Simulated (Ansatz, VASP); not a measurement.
## Two plane-wave programs on InP

```
In P
1.0
     0.00000    2.91344    2.91344
     2.91344    0.00000    2.91344
     2.91344    2.91344    0.00000
In P
1 1
Cartesian
  0.0000 0.0000 0.0000
  4.3702 4.3702 4.3702
```

Change from the starting cell: strained cell.

Alike in both runs: functional PBE; k mesh 10 × 10 × 10; occupations gaussian, width 0.02 eV; no spin polarisation.

Ansatz relaxed the structure, and its values are those at the end. VASP's run is a single point on that final structure, the one shown.

|  | VASP | Ansatz |
| --- | --- | --- |
| version | VASP 6.6.1 | Ansatz 0.2.0 |
| potentials or method | VASP PAW PBE potentials, release 64 (In_d, P), cutoff 500 eV | scalar-relativistic, plane waves, PAW |
| valence electrons in the cell | 18 | 18 |

|  | VASP | Ansatz | Ansatz less VASP |
| --- | --- | --- | --- |
| gap on the k mesh at the Fermi level (eV) | 0.81 | 0.81 | +0.002 |
| least direct gap on the mesh (eV) | 0.81 | 0.81 | +0.002 |
| pressure (GPa) | 4.6 | 4.7 | +0.08 |

The functional is the same, so the differences come from potentials, cutoffs and numerics. Ansatz's warnings: stress scf threshold loose.
